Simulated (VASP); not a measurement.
# C in VASP: single point with PBE+D3(BJ)

Aim: the single point of C with PBE+D3(BJ).

Program: VASP 6.6.1. These are calculated values, not measurements. Logs are shortened: lines on timing, memory, paths and dates and some standing lists are left out, and cuts for length are marked.

## 1. The cell of the first run

The cell holds a slab with vacuum, 11 atoms: a = 2.465 Å, b = 2.465 Å, c = 32.477 Å, α = 90.00°, β = 90.00°, γ = 120.00°.

## 2. Single point, PBE+D3(BJ)

The input, INCAR:

```
ALGO = Normal ; DIPOL = 0.5 0.5 0.493
EDIFF = 1E-6 ; ENCUT = 520
GGA = PE ; GGA_COMPAT = False
IDIPOL = 3 ; ISIF = 2
ISMEAR = 0 ; IVDW = 12
LASPH = True ; LCHARG = False
LDIPOL = True ; LREAL = False
LWAVE = False ; NBANDS = 33
NELM = 120 ; NELMDL = -8
PREC = Accurate ; SIGMA = 0.1
```

The input, KPOINTS:

```
k-points
0
Gamma
  12 12 1
```

The input, POSCAR:

```
C
1.0
    2.4649796655      0.0000000000      0.0000000000
   -1.2324898327      2.1347350101      0.0000000000
    0.0000000000      0.0000000000     32.4768654965
C
11
Direct
    0.0000000000      0.0000000000      0.2617247725
    0.6666666667      0.3333333333      0.2617247653
    0.0000000000      0.0000000000      0.3654668137
    0.3333333333      0.6666666667      0.3654668064
    0.0000000000      0.0000000000      0.4692088548
    0.6666666667      0.3333333333      0.4692088475
    0.0000000000      0.0000000000      0.5729508958
    0.3333333333      0.6666666667      0.5729508886
    0.0000000000      0.0000000000      0.6766929370
    0.6666666667      0.3333333333      0.6766929298
    0.0000000000      0.2500000000      0.7333521125
```

Potentials or basis: VASP PAW PBE potentials, release 64 (C).

Command:

```sh
cat potpaw_PBE.64/C/POTCAR > POTCAR
mpirun -np 1 vasp_std > vasp.out
```

OUTCAR:

```text
EDIFF = 1E-6
   ENCUT = 520
   GGA = PE
   ISIF = 2
   ISMEAR = 0
   IVDW = 12
   LASPH = True
   LREAL = False
   NELM = 120
   NELMDL = -8
   PREC = Accurate
 IVDW          = 12

 ion  position               nearest neighbor table
   1  0.000  0.000  0.262-   2 1.42   2 1.42   2 1.42
   2  0.667  0.333  0.262-   1 1.42   1 1.42   1 1.42
   3  0.000  0.000  0.365-   4 1.42   4 1.42   4 1.42
   4  0.333  0.667  0.365-   3 1.42   3 1.42   3 1.42
   5  0.000  0.000  0.469-   6 1.42   6 1.42   6 1.42
   6  0.667  0.333  0.469-   5 1.42   5 1.42   5 1.42
   7  0.000  0.000  0.573-   8 1.42   8 1.42   8 1.42
   8  0.333  0.667  0.573-   7 1.42   7 1.42   7 1.42
   9  0.000  0.000  0.677-  10 1.42  10 1.42  10 1.42  11 1.94
  10  0.667  0.333  0.677-   9 1.42   9 1.42   9 1.42  11 2.07
  11  0.000  0.250  0.733-   9 1.94  10 2.07

  LATTYP: Found a hexagonal cell.
 ALAT       =     2.4649796655
 C/A-ratio  =    13.1753076713

  Lattice vectors:

 A1 = (   2.4649796655,   0.0000000000,   0.0000000000)
 A2 = (  -1.2324898327,   2.1347350101,   0.0000000000)
 A3 = (   0.0000000000,   0.0000000000,  32.4768654965)

Analysis of symmetry for initial positions (statically):
=====================================================================
 Subroutine PRICEL returns:
 Original cell was already a primitive cell.

 Routine SETGRP: Setting up the symmetry group for a
 hexagonal supercell.

 Subroutine GETGRP returns: Found  1 space group operations
 (whereof  1 operations were pure point group operations)
 out of a pool of 24 trial point group operations.

The static configuration has the point symmetry C_1 .

Analysis of symmetry for dynamics (positions and initial velocities):
=====================================================================
 Subroutine PRICEL returns:
 Original cell was already a primitive cell.

 Routine SETGRP: Setting up the symmetry group for a
 hexagonal supercell.

 Subroutine GETGRP returns: Found  1 space group operations
 (whereof  1 operations were pure point group operations)
 out of a pool of 24 trial point group operations.

The dynamic configuration has the point symmetry C_1 .

 Subroutine INISYM returns: Found  1 space group operations
 (whereof  1 operations are pure point group operations),
 and found     1 'primitive' translations

----------------------------------------------------------------------------------------

                                     Primitive cell

  volume of cell :     170.8958

  direct lattice vectors                    reciprocal lattice vectors
     2.464979666  0.000000000  0.000000000     0.405682860  0.234221108  0.000000000
    -1.232489833  2.134735010  0.000000000     0.000000000  0.468442217  0.000000000
     0.000000000  0.000000000 32.476865496     0.000000000  0.000000000  0.030791149

  length of vectors
     2.464979666  2.464979665 32.476865496     0.468442217  0.468442217  0.030791149

  position of ions in fractional coordinates (direct lattice)
     0.000000000  0.000000000  0.261724773
     0.666666667  0.333333333  0.261724765
     0.000000000  0.000000000  0.365466814
     0.333333333  0.666666667  0.365466806
     0.000000000  0.000000000  0.469208855
     0.666666667  0.333333333  0.469208847
     0.000000000  0.000000000  0.572950896
     0.333333333  0.666666667  0.572950889
     0.000000000  0.000000000  0.676692937
     0.666666667  0.333333333  0.676692930
     0.000000000  0.250000000  0.733352113

  ion indices of the primitive-cell ions
   primitive index   ion index
                 1           1
                 2           2
                 3           3
                 4           4
                 5           5
                 6           6
                 7           7
                 8           8
                 9           9
                10          10
                11          11

----------------------------------------------------------------------------------------

 KPOINTS: k-points

Automatic generation of k-mesh.
 Grid dimensions read from file:
 generate k-points for:   12   12    1

 Generating k-lattice:

  Cartesian coordinates                     Fractional coordinates (reciprocal lattice)
     0.033806905  0.019518426  0.000000000     0.083333333  0.000000000  0.000000000
     0.000000000  0.039036851  0.000000000     0.000000000  0.083333333  0.000000000
     0.000000000  0.000000000  0.030791149     0.000000000  0.000000000  1.000000000

  Length of vectors
     0.039036851  0.039036851  0.030791149

  Shift w.r.t. Gamma in fractional coordinates (k-lattice)
     0.000000000  0.000000000  0.000000000

 Subroutine IBZKPT returns following result:
 ===========================================

 Found     74 irreducible k-points:

 Following reciprocal coordinates:
            Coordinates               Weight
  0.000000  0.000000  0.000000      1.000000
  0.083333  0.000000  0.000000      2.000000
  0.000000  0.083333  0.000000      2.000000
 -0.083333  0.083333  0.000000      2.000000
  0.166667  0.000000  0.000000      2.000000
  0.000000  0.166667  0.000000      2.000000
[... 16 lines left out ...]
  0.166667  0.083333  0.000000      2.000000
 -0.083333  0.250000  0.000000      2.000000
 [... further k-points ...]
   k-points           NKPTS =     74   k-points in BZ     NKDIM =     74   number of bands    NBANDS=     33
   number of dos      NEDOS =    301   number of ions     NIONS =     11
   total plane-waves  NPLWV =  81000
   dimension x,y,z NGX =    18 NGY =   18 NGZ =  250
   dimension x,y,z NGXF=    36 NGYF=   36 NGZF=  500
   ions per type =              11
   NGX,Y,Z   is equivalent  to a cutoff of  12.14, 12.14, 12.80 a.u.
   NGXF,Y,Z  is equivalent  to a cutoff of  24.28, 24.28, 25.59 a.u.
 SYSTEM =  unknown system
   PREC   = accura    normal or accurate (medium, high low for compatibility)
   ISTART =      0    job   : 0-new  1-cont  2-samecut
   ICHARG =      2    charge: 1-file 2-atom 10-const
   ISPIN  =      1    spin polarized calculation?
   LNONCOLLINEAR =      F non collinear calculations
   LSORBIT =      F    spin-orbit coupling
   LASPH  =      T    aspherical Exc in radial PAW
   ENCUT  =  520.0 eV  38.22 Ry    6.18 a.u.   4.58  4.58 60.39*2*pi/ulx,y,z
   NELM   =    120;   NELMIN=  2; NELMDL= -8     # of ELM steps
   EDIFF  = 0.1E-05   stopping-criterion for ELM
   LREAL  =      F    real-space projection
   EDIFFG = 0.1E-04   stopping-criterion for IOM
   NSW    =      0    number of steps for IOM
   IBRION =     -1    ionic relax: 0-MD 1-quasi-New 2-CG
   NFREE  =      0    steps in history (QN), initial steepest desc. (CG)
   ISIF   =      2    stress and relaxation
   ISYM   =      2    0-nonsym 1-usesym 2-fastsym
   POTIM  = 0.5000    time-step for ionic-motion
   TEBEG  =    0.0;   TEEND  =   0.0 temperature during run
   PSTRESS=    0.0 pullay stress
   NELECT =      44.0000    total number of electrons
   NUPDOWN=      -1.0000    fix difference up-down
   EMIN   =  10.00;   EMAX   =-10.00  energy-range for DOS
   EFERMI =   0.00;   METHOD = LEGACY
   ISMEAR =     0;   SIGMA  =   0.10  broadening in eV -4-tet -1-fermi 0-gaus
   EFERMI_NEDOS =   21; number of points for ismear=-14 and -15
   IALGO  =     38    algorithm
   IMIX   =      4    mixing-type and parameters
     AMIX     =   0.40;   BMIX     =  1.00
     AMIX_MAG =   1.60;   BMIX_MAG =  1.00
  volume/ion in A,a.u.               =      15.54       104.84
  Fermi-wavevector in a.u.,A,eV,Ry     =   1.041474  1.968101 14.757816  1.084669
  Thomas-Fermi vector in A             =   2.176097
   LORBIT       =      0    0 simple, 1 ext, 2 COOP (PROOUT), +10 PAW based schemes
   GGA     = PE    functional components
   LHFCALC =     F    Hartree Fock is set to
   AEXX    =    0.0000 exact exchange contribution
   IVDW    =    12    specifies the selected vdW correction
   LEPSILON=     F    determine dielectric tensor
   LRPA    =     F    only Hartree local field effects (RPA)
 non-spin polarized calculation
 Gauss-broadening in eV      SIGMA  =   0.10
  energy-cutoff  :      520.00
  volume of cell :      170.90
 maximum number of plane-waves:      4670
   NGX =  9   NGY =  9   NGZ =121

 dipolmoment           0.000000      0.000000     -0.479238 electrons x Angstroem

 number of electron      43.9999989 magnetization

 dipolmoment           0.000000      0.000000      0.021052 electrons x Angstroem

 Free energy of the ion-electron system (eV)
  ---------------------------------------------------
  ext. energy  EPLUGINS =         0.00000000
  ---------------------------------------------------
  free energy    TOTEN  =       -95.42609320 eV

  energy without entropy =      -95.42225313  energy(sigma->0) =      -95.42417316

 E-fermi :   0.8214     XC(G=0):  -6.2064

 val. band max:        0.8148711480   @ k =   0.3333   0.3333   0.0000
 cond. band min:       0.9065826904   @ k =  -0.1667   0.5000   0.0000
 fundamental gap:      0.0917115424
 Fermi energy:         0.8214189022

 k-point     1 :       0.0000    0.0000    0.0000
  band No.  band energies     occupation
      1     -20.6615      2.00000
      2     -18.9635      2.00000
      3     -18.7951      2.00000
      4     -18.7059      2.00000
      5     -18.5934      2.00000
      6     -12.5399      2.00000
[... 25 lines left out ...]
     32       7.7889      0.00000
     33       7.9470      0.00000
[... 797 lines left out ...]
      3     -17.6460      2.00000
      4     -17.5640      2.00000
      5     -17.4577      2.00000
      6     -11.3232      2.00000
[... 25 lines left out ...]
     32       8.6288      0.00000
     33       8.7704      0.00000

 [... further k-points ...]

------------------------ aborting loop because EDIFF is reached ----------------------------------------

 vacuum level on the upper side and lower side of the slab       (xc-potential included)         0.037        -0.681

 Edisp (eV)   -1.59346

 E8    (eV) :    -0.4622

  FORCE on cell =-STRESS in cart. coord.  units (eV):
  Direction    XX          YY          ZZ          XY          YZ          ZX
  --------------------------------------------------------------------------------------
  -------------------------------------------------------------------------------------
  Total       1.89320     1.34848    -0.14384    -0.24905    -1.41402    -0.48442
  in kB      17.74905    12.64222    -1.34851    -2.33492   -13.25666    -4.54154
  external pressure =        9.68 kB  Pullay stress =        0.00 kB

 VOLUME and BASIS-vectors are now :
 -----------------------------------------------------------------------------
  energy-cutoff  :      520.00
  volume of cell :      170.90
      direct lattice vectors                 reciprocal lattice vectors
     2.464979666  0.000000000  0.000000000     0.405682860  0.234221108  0.000000000
    -1.232489833  2.134735010  0.000000000     0.000000000  0.468442217  0.000000000
     0.000000000  0.000000000 32.476865496     0.000000000  0.000000000  0.030791149

 POSITION                                       TOTAL-FORCE (eV/Angst)
 -----------------------------------------------------------------------------------
      0.00000      0.00000      8.50000         0.000009     -0.000007      0.010226
      1.23249      0.71158      8.50000        -0.000014      0.000005     -0.011824
      0.00000      0.00000     11.86922        -0.000001     -0.000025     -0.003269
     -0.00000      1.42316     11.86922        -0.000006      0.000026      0.003824
      0.00000      0.00000     15.23843        -0.000454      0.000421      0.003567
      1.23249      0.71158     15.23843         0.000405     -0.000336      0.002971
      0.00000      0.00000     18.60765         0.010717     -0.006842     -0.002540
     -0.00000      1.42316     18.60765        -0.007112      0.006156      0.023086
      0.00000      0.00000     21.97687        -0.246370      0.692914      0.491162
      1.23249      0.71158     21.97687         0.499440      0.077113     -0.523958
     -0.30812      0.53368     23.81698        -0.256614     -0.769426      0.006757
 -----------------------------------------------------------------------------------
    total drift:                               -0.000010      0.000024     -0.000770

  FREE ENERGIE OF THE ION-ELECTRON SYSTEM (eV)
  ---------------------------------------------------
  free  energy   TOTEN  =       -97.0195504820 eV

  energy  without entropy=      -97.0157104150  energy(sigma->0) =      -97.01763045

 vacuum level on the upper side and lower side of the slab         5.558         4.829
```

Wall time 24 min (1 thread of Oxide Virtual Turin-like, shared host); peak memory 0.41 GiB.

What came out:

```
Free energy                : -97.0196 eV
Largest force              : 0.884 eV/Å
Band gap on the k mesh     : zero (bands 22 and 23 overlap by 2.17 eV)
Dispersion energy per atom : -0.145 eV
```

Forces on the atoms (eV/Å):
```
C    0.000  0.000  0.010
C    0.000  0.000 -0.012
C    0.000  0.000 -0.003
C    0.000  0.000  0.004
C    0.000  0.000  0.004
C    0.000  0.000  0.003
C    0.011 -0.007 -0.003
C   -0.007  0.006  0.023
C   -0.246  0.693  0.491
C    0.499  0.077 -0.524
C   -0.257 -0.769  0.007
```

Levels at points of the mesh, in eV from the Fermi level:
```csv
k point,band 20,band 21,band 22,band 23,band 24,band 25
"(0.00, 0.00, 0.00)",-3.01,-3.01,0.13,3.59,3.99,4.32
"(0.50, 0.00, 0.00)",-2.55,-2.34,-2.16,0.40,1.38,1.52
"(0.00, 0.50, 0.00)",-2.58,-2.35,-2.16,0.90,1.36,1.52
"(0.50, 0.50, 0.00)",-2.35,-2.16,-1.75,-0.92,1.39,1.52
```

The gap in the log of VASP goes by the Fermi energy; the results here count the filled bands.